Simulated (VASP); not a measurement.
Input of a VASP 6.6.1 run:

The input POSCAR:

```
Os
1.0
    2.7363086560      0.0000000000      0.0000000000
   -1.3681543280      2.3697128087      0.0000000000
    0.0000000000      0.0000000000      4.3224283925
Os
2
Direct
    0.3333333333      0.6666666667      0.2500000000
    0.6666666667      0.3333333333      0.7500000000
```

The input INCAR.step1:

```
SYSTEM = Os
ALGO = Normal ; EDIFF = 1E-4
ENCUT = 520 ; GGA = PE
ISMEAR = 0 ; LASPH = .TRUE.
LCHARG = .FALSE. ; LREAL = .FALSE.
LWAVE = .TRUE. ; NBANDS = 15
NELM = 100 ; PREC = Accurate
SIGMA = 0.1
```

INCAR.step2

```
SYSTEM = Os
ALGO = Normal ; EDIFF = 1E-7
ENCUT = 520 ; ISIF = 2
ISMEAR = 0 ; ISTART = 1
LASPH = .TRUE. ; LCHARG = .FALSE.
LMIXTAU = .TRUE. ; LREAL = .FALSE.
LWAVE = .FALSE. ; METAGGA = R2SCAN
NBANDS = 15 ; NELM = 100
PREC = Accurate ; SIGMA = 0.1
```

File KPOINTS:

```
k-points
0
G
  18 18 10
  0 0 0
```

Potentials or basis: VASP PAW PBE potentials, release 64 (Os).

The run is started by

```sh
$ cat potpaw_PBE.64/Os/POTCAR > POTCAR
$ cp INCAR.step1 INCAR
$ mpirun -np 1 vasp_std > vasp.out
$ cp INCAR.step2 INCAR
$ mpirun -np 1 vasp_std > vasp.out
```

What does it give for the pressure?

1.0 GPa.

What does it give for the band gap on the k mesh?

Zero (bands 8 and 9 overlap by 4.07 eV).

Caveat: the PAW data sets were made with another functional, which shifts forces and pressure a little; spin-orbit coupling is left out, which moves the levels of the heavy elements.
